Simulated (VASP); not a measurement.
# V (Im-3m) in VASP: a series of runs

V is run at these levels: PBEsol; tasks: single point.

Everything below comes from runs of VASP 6.6.1. Logs are shortened: lines on timing, memory, paths and dates and some standing lists are left out, and cuts for length are marked.

## (1) The cell of the first run

Symmetry: Im-3m, No. 229, cubic system. Conventional cell: a = 3.046 Å, b = 3.046 Å, c = 3.046 Å, α = 90.00°, β = 90.00°, γ = 90.00°. V (site symmetry m-3m) has 14 V at 2.64 to 3.05 Å within 3.5 Å.

## (2) Single point, PBEsol, collinear spin, ferromagnetic start (14.13 Å³/atom)

File INCAR:

```
SYSTEM = V
PREC = Accurate ; ENCUT = 520
EDIFF = 1E-6 ; ISMEAR = -1
SIGMA = 0.03 ; LREAL = .FALSE.
LASPH = .TRUE. ; NELM = 150
ALGO = Normal ; ISIF = 2
LWAVE = .FALSE. ; LCHARG = .FALSE.
ISPIN = 2 ; MAGMOM = 1.5
LORBIT = 11 ; LMAXMIX = 4
GGA = PS ; NBANDS = 16
```

File KPOINTS:

```
Automatic mesh
0
G
  19 19 19
  0 0 0
```

File POSCAR:

```
V
1.0
   -1.5230201596      1.5230201596      1.5230201596
    1.5230201596     -1.5230201596      1.5230201596
    1.5230201596      1.5230201596     -1.5230201596
V
1
Direct
    0.0000000000      0.0000000000      0.0000000000
```

Potentials or basis: VASP PAW PBE potentials, release 64 (V_sv).

The run is started by

```
$ cat potpaw_PBE.64/V_sv/POTCAR > POTCAR
$ mpirun -np 1 vasp_std > vasp.out
```

OUTCAR:

```text
SYSTEM = V
   PREC = Accurate
   ENCUT = 520
   EDIFF = 1E-6
   ISMEAR = -1
   LREAL = .FALSE.
   LASPH = .TRUE.
   NELM = 150
   ISIF = 2
   ISPIN = 2
   LORBIT = 11
   GGA = PS

 ion  position               nearest neighbor table
   1  0.000  0.000  0.000-

  LATTYP: Found a body centered cubic cell.
 ALAT       =     3.0460403192

  Lattice vectors:

 A1 = (  -1.5230201596,   1.5230201596,   1.5230201596)
 A2 = (   1.5230201596,  -1.5230201596,   1.5230201596)
 A3 = (   1.5230201596,   1.5230201596,  -1.5230201596)

Analysis of symmetry for initial positions (statically):
=====================================================================
 Subroutine PRICEL returns:
 Original cell was already a primitive cell.

 Routine SETGRP: Setting up the symmetry group for a
 body centered cubic supercell.

 Subroutine GETGRP returns: Found 48 space group operations
 (whereof 48 operations were pure point group operations)
 out of a pool of 48 trial point group operations.

The static configuration has the point symmetry O_h .

Analysis of symmetry for dynamics (positions and initial velocities):
=====================================================================
 Subroutine PRICEL returns:
 Original cell was already a primitive cell.

 Routine SETGRP: Setting up the symmetry group for a
 body centered cubic supercell.

 Subroutine GETGRP returns: Found 48 space group operations
 (whereof 48 operations were pure point group operations)
 out of a pool of 48 trial point group operations.

The dynamic configuration has the point symmetry O_h .

Analysis of structural, dynamic, and magnetic symmetry:
=====================================================================
 Subroutine PRICEL returns:
 Original cell was already a primitive cell.

 Routine SETGRP: Setting up the symmetry group for a
 body centered cubic supercell.

 Subroutine GETGRP returns: Found 48 space group operations
 (whereof 48 operations were pure point group operations)
 out of a pool of 48 trial point group operations.

The overall configuration has the point symmetry O_h .

 Subroutine INISYM returns: Found 48 space group operations
 (whereof 48 operations are pure point group operations),
 and found     1 'primitive' translations

----------------------------------------------------------------------------------------

                                     Primitive cell

  volume of cell :      14.1311

  direct lattice vectors                    reciprocal lattice vectors
    -1.523020160  1.523020160  1.523020160     0.000000000  0.328295063  0.328295063
     1.523020160 -1.523020160  1.523020160     0.328295063  0.000000000  0.328295063
     1.523020160  1.523020160 -1.523020160     0.328295063  0.328295063  0.000000000

  length of vectors
     2.637948297  2.637948297  2.637948297     0.464279331  0.464279331  0.464279331

  position of ions in fractional coordinates (direct lattice)
     0.000000000  0.000000000  0.000000000

  ion indices of the primitive-cell ions
   primitive index   ion index
                 1           1

----------------------------------------------------------------------------------------

 KPOINTS: Automatic mesh

Automatic generation of k-mesh.
 Grid dimensions read from file:
 generate k-points for:   19   19   19

 Generating k-lattice:

  Cartesian coordinates                     Fractional coordinates (reciprocal lattice)
     0.000000000  0.017278688  0.017278688     0.052631579  0.000000000  0.000000000
     0.017278688  0.000000000  0.017278688     0.000000000  0.052631579  0.000000000
     0.017278688  0.017278688  0.000000000     0.000000000  0.000000000  0.052631579

  Length of vectors
     0.024435754  0.024435754  0.024435754

  Shift w.r.t. Gamma in fractional coordinates (k-lattice)
     0.000000000  0.000000000  0.000000000

 Subroutine IBZKPT returns following result:
 ===========================================

 Found    220 irreducible k-points:

 Following reciprocal coordinates:
            Coordinates               Weight
  0.000000  0.000000  0.000000      1.000000
  0.052632  0.000000  0.000000     12.000000
  0.105263  0.000000  0.000000     12.000000
  0.157895  0.000000  0.000000     12.000000
  0.210526  0.000000  0.000000     12.000000
  0.263158  0.000000  0.000000     12.000000
[... 16 lines left out ...]
  0.263158  0.105263  0.000000     48.000000
  0.315789  0.105263  0.000000     48.000000
 [... further k-points ...]
   k-points           NKPTS =    220   k-points in BZ     NKDIM =    220   number of bands    NBANDS=     16
   number of dos      NEDOS =    301   number of ions     NIONS =      1
   total plane-waves  NPLWV =   8000
   dimension x,y,z NGX =    20 NGY =   20 NGZ =   20
   dimension x,y,z NGXF=    40 NGYF=   40 NGZF=   40
   ions per type =               1
   NGX,Y,Z   is equivalent  to a cutoff of  12.60, 12.60, 12.60 a.u.
   NGXF,Y,Z  is equivalent  to a cutoff of  25.21, 25.21, 25.21 a.u.
 SYSTEM =  V
   PREC   = accura    normal or accurate (medium, high low for compatibility)
   ISTART =      0    job   : 0-new  1-cont  2-samecut
   ICHARG =      2    charge: 1-file 2-atom 10-const
   ISPIN  =      2    spin polarized calculation?
   LNONCOLLINEAR =      F non collinear calculations
   LSORBIT =      F    spin-orbit coupling
   LASPH  =      T    aspherical Exc in radial PAW
   ENCUT  =  520.0 eV  38.22 Ry    6.18 a.u.   4.90  4.90  4.90*2*pi/ulx,y,z
   NELM   =    150;   NELMIN=  2; NELMDL= -5     # of ELM steps
   EDIFF  = 0.1E-05   stopping-criterion for ELM
   LREAL  =      F    real-space projection
   EDIFFG = 0.1E-04   stopping-criterion for IOM
   NSW    =      0    number of steps for IOM
   IBRION =     -1    ionic relax: 0-MD 1-quasi-New 2-CG
   NFREE  =      0    steps in history (QN), initial steepest desc. (CG)
   ISIF   =      2    stress and relaxation
   ISYM   =      2    0-nonsym 1-usesym 2-fastsym
   POTIM  = 0.5000    time-step for ionic-motion
   TEBEG  =    0.0;   TEEND  =   0.0 temperature during run
   PSTRESS=    0.0 pullay stress
   NELECT =      13.0000    total number of electrons
   NUPDOWN=      -1.0000    fix difference up-down
   EMIN   =  10.00;   EMAX   =-10.00  energy-range for DOS
   EFERMI =   0.00;   METHOD = LEGACY
   ISMEAR =    -1;   SIGMA  =   0.03  broadening in eV -4-tet -1-fermi 0-gaus
   EFERMI_NEDOS =   21; number of points for ismear=-14 and -15
   IALGO  =     38    algorithm
   IMIX   =      4    mixing-type and parameters
     AMIX     =   0.40;   BMIX     =  1.00
     AMIX_MAG =   1.60;   BMIX_MAG =  1.00
  volume/ion in A,a.u.               =      14.13        95.36
  Fermi-wavevector in a.u.,A,eV,Ry     =   1.592198  3.008817 34.492037  2.535093
  Thomas-Fermi vector in A             =   2.690620
   LORBIT       =     11    0 simple, 1 ext, 2 COOP (PROOUT), +10 PAW based schemes
   GGA     = PS    functional components
   LHFCALC =     F    Hartree Fock is set to
   AEXX    =    0.0000 exact exchange contribution
   IVDW    =     0    specifies the selected vdW correction
   LEPSILON=     F    determine dielectric tensor
   LRPA    =     F    only Hartree local field effects (RPA)
 spin polarized calculation
  energy-cutoff  :      520.00
  volume of cell :       14.13
 maximum number of plane-waves:       393
   NGX =  9   NGY =  9   NGZ =  9

 number of electron      13.0000002 magnetization       0.0001166

 Free energy of the ion-electron system (eV)
  ---------------------------------------------------
  ext. energy  EPLUGINS =         0.00000000
  ---------------------------------------------------
  free energy    TOTEN  =        -9.58112952 eV

  energy without entropy =       -9.57552546  energy(sigma->0) =       -9.57832749

 E-fermi :   8.9720     XC(G=0): -12.7967

 val. band max:        8.9566822526   @ k =   0.1053   0.0526   0.0526
 cond. band min:       8.9724659749   @ k =  -0.2632   0.3684   0.1053
 fundamental gap:      0.0157837223
 Fermi energy:         8.9720093836

 spin component 1

 k-point     1 :       0.0000    0.0000    0.0000
  band No.  band energies     occupation
      1     -54.5567      1.00000
      2     -28.0301      1.00000
      3     -28.0301      1.00000
      4     -28.0301      1.00000
      5       2.4906      1.00000
      6       9.3796      0.00000
[... 8 lines left out ...]
     15      35.7489      0.00000
     16      39.5803      0.00000

 k-point     2 :       0.0526    0.0000    0.0000
  band No.  band energies     occupation
      1     -54.5523      1.00000
      2     -28.0521      1.00000
      3     -28.0369      1.00000
      4     -28.0302      1.00000
      5       2.5983      1.00000
      6       9.3348      0.00001
[... 8 lines left out ...]
     15      35.9467      0.00000
     16      38.1720      0.00000
[... 387 lines left out ...]
      5       5.6285      1.00000
      6       8.3196      1.00000
[... 8 lines left out ...]
     15      35.6482      0.00000
     16      36.5804      0.00000

 k-point    24 :       0.3158    0.1053    0.0000
  band No.  band energies     occupation
      1     -54.4118      1.00000
      2     -28.6794      1.00000
      3     -28.2556      1.00000
      4     -28.0640      1.00000
      5       6.0217      1.00000
      6       8.1515      1.00000
[... 8 lines left out ...]
     15      35.8108      0.00000
     16      36.8680      0.00000

 [... further k-points ...]

 spin component 2

 k-point     1 :       0.0000    0.0000    0.0000
  band No.  band energies     occupation
      1     -54.5566      1.00000
      2     -28.0300      1.00000
      3     -28.0300      1.00000
      4     -28.0300      1.00000
      5       2.4907      1.00000
      6       9.3798      0.00000
[... 8 lines left out ...]
     15      35.7489      0.00000
     16      39.5805      0.00000

 k-point     2 :       0.0526    0.0000    0.0000
  band No.  band energies     occupation
      1     -54.5522      1.00000
      2     -28.0521      1.00000
      3     -28.0368      1.00000
      4     -28.0301      1.00000
      5       2.5983      1.00000
      6       9.3350      0.00001
[... 8 lines left out ...]
     15      35.9467      0.00000
     16      38.1721      0.00000
[... 387 lines left out ...]
      5       5.6286      1.00000
      6       8.3197      1.00000
[... 8 lines left out ...]
     15      35.6482      0.00000
     16      36.5805      0.00000

 k-point    24 :       0.3158    0.1053    0.0000
  band No.  band energies     occupation
      1     -54.4116      1.00000
      2     -28.6793      1.00000
      3     -28.2555      1.00000
      4     -28.0639      1.00000
      5       6.0218      1.00000
      6       8.1516      1.00000
[... 8 lines left out ...]
     15      35.8109      0.00000
     16      36.8681      0.00000

 [... further k-points ...]

------------------------ aborting loop because EDIFF is reached ----------------------------------------

  FORCE on cell =-STRESS in cart. coord.  units (eV):
  Direction    XX          YY          ZZ          XY          YZ          ZX
  --------------------------------------------------------------------------------------
  -------------------------------------------------------------------------------------
  Total       -1.2781551     -1.2781551     -1.2781551     -0.0000000      0.0000000      0.0000000
  in kB     -144.9162876   -144.9162876   -144.9162876     -0.0000000      0.0000000      0.0000000
  external PRESSURE =    -144.9162876 kB  Pullay stress =       0.0000000 kB

 VOLUME and BASIS-vectors are now :
 -----------------------------------------------------------------------------
  energy-cutoff  :      520.00
  volume of cell :       14.13
      direct lattice vectors                 reciprocal lattice vectors
    -1.523020160  1.523020160  1.523020160     0.000000000  0.328295063  0.328295063
     1.523020160 -1.523020160  1.523020160     0.328295063  0.000000000  0.328295063
     1.523020160  1.523020160 -1.523020160     0.328295063  0.328295063  0.000000000

 POSITION                                       TOTAL-FORCE (eV/Angst)
 -----------------------------------------------------------------------------------
      0.00000      0.00000      0.00000        -0.000000     -0.000000     -0.000000
 -----------------------------------------------------------------------------------
    total drift:                                0.000000     -0.000000      0.000000

  FREE ENERGIE OF THE ION-ELECTRON SYSTEM (eV)
  ---------------------------------------------------
  free  energy   TOTEN  =        -9.5811295166 eV

  energy  without entropy=       -9.5755254577  energy(sigma->0) =       -9.57832749

 total charge

# of ion       s       p       d       tot
------------------------------------------
    1        2.330   6.208   3.040  11.577

 magnetization (x)

# of ion       s       p       d       tot
------------------------------------------
    1        0.000   0.000   0.000   0.000
```

It took 31 s on 1 thread of Intel Xeon 6975P-C (Granite Rapids), shared host; peak memory 0.19 GiB.

Results:

```yaml
Free_energy: -9.5811 eV
Pressure: -14.5 GPa
Net_moment: 0.00 μB per cell
Valence_electrons_inside_the_program's_atomic_spheres: V 11.58
```

Caveat: the cell stands under tension; the moments typed at the start vanished in this run; the PAW data sets were made with another functional, which shifts forces and pressure a little.

## (3) Single point, PBEsol, collinear spin, ferromagnetic start (14.69 Å³/atom)

This run uses another cell than the first one, of 14.69 Å³/atom.

File INCAR:

```
ALGO = Normal ; EDIFF = 1E-7
ENCUT = 520 ; GGA = PS
ISIF = 2 ; ISMEAR = -1
ISPIN = 2 ; LASPH = T
LCHARG = T ; LELF = T
LMAXMIX = 4 ; LORBIT = 11
LREAL = F ; LVHAR = T
LWAVE = F ; MAGMOM = 1.5
NBANDS = 16 ; NELM = 150
PREC = Accurate ; SIGMA = 0.03
```

File KPOINTS:

```
k-points
0
Gamma
  19 19 19
```

File POSCAR:

```
V
1.0
   -1.5426742003      1.5426742003      1.5426742003
    1.5426742003     -1.5426742003      1.5426742003
    1.5426742003      1.5426742003     -1.5426742003
V
1
Direct
    0.0000000000      0.0000000000      0.0000000000
```

Potentials or basis: VASP PAW PBE potentials, release 64 (V_sv).

The run is started by

```
$ cat potpaw_PBE.64/V_sv/POTCAR > POTCAR
$ mpirun -np 1 vasp_std > vasp.out
```

Run time: 36 s. Hardware: 1 thread of Intel Xeon 6975P-C (Granite Rapids), shared host; peak memory 0.19 GiB.

Results (log left out):

```yaml
Free_energy: -9.5224 eV
Pressure: -19.4 GPa
Net_moment: 0.00 μB per cell
Valence_electrons_inside_the_program's_atomic_spheres: V 11.52
```

Levels at points of the mesh, in eV from the Fermi level:
Spin up:
```csv
k point,band 5,band 6,band 7,band 8,band 9,band 10
"(0.00, 0.00, 0.00)",-6.39,0.40,0.40,0.40,2.19,2.19
```
Spin down:
| k point | band 4 | band 5 | band 6 | band 7 | band 8 | band 9 | band 10 | band 11 |
| --- | --- | --- | --- | --- | --- | --- | --- | --- |
| (0.00, 0.00, 0.00) | -37.10 | -6.39 | 0.40 | 0.40 | 0.40 | 2.19 | 2.19 | 19.82 |

Caveat: the cell stands under tension; the moments typed at the start vanished in this run; the PAW data sets were made with another functional, which shifts forces and pressure a little.
